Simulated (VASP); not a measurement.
**Ba: single point with PBEsol**

Crystal: Ba.

```xyz
1
Lattice="-2.3018 2.3018 2.3018 2.3018 -2.3018 2.3018 2.3018 2.3018 -2.3018" Properties=species:S:1:pos:R:3 pbc="T T T"
Ba    0.0000    0.0000    0.0000
```

```yaml
Program: VASP 6.6.1
Task: single point
Functional: PBEsol
Potentials_or_basis: VASP PAW PBE potentials, release 64 (Ba_sv)
Cutoff: 520 eV
k_mesh: 8 × 8 × 8
Occupations: fermi-dirac, width 0.05 eV
Spin: no spin polarisation
```

```yaml
Pressure: 2.2 GPa
Band_gap_on_the_k_mesh: zero (bands 5 and 6 overlap by 1.79 eV)
```

Levels at points of the mesh, in eV from the Fermi level:
```
           k point  band 2  band 3  band 4  band 5  band 6  band 7  band 8  band 9
(0.00, 0.00, 0.00)  -13.12  -13.12  -13.12   -2.74    2.16    2.16    2.16    3.98
(0.50, 0.00, 0.00)  -14.13  -13.43  -13.13   -1.03    0.66    2.33    4.07    4.79
(0.50, 0.50, 0.50)  -13.80  -13.80  -13.80   -0.90   -0.90    5.85    5.85    5.85
```

It took 15 s on 1 thread of Intel Xeon 8259CL (shared host), peak memory 0.17 GiB.

Caveat: the PAW data sets were made with another functional, which shifts forces and pressure a little; spin-orbit coupling is left out, which moves the levels of the heavy elements.
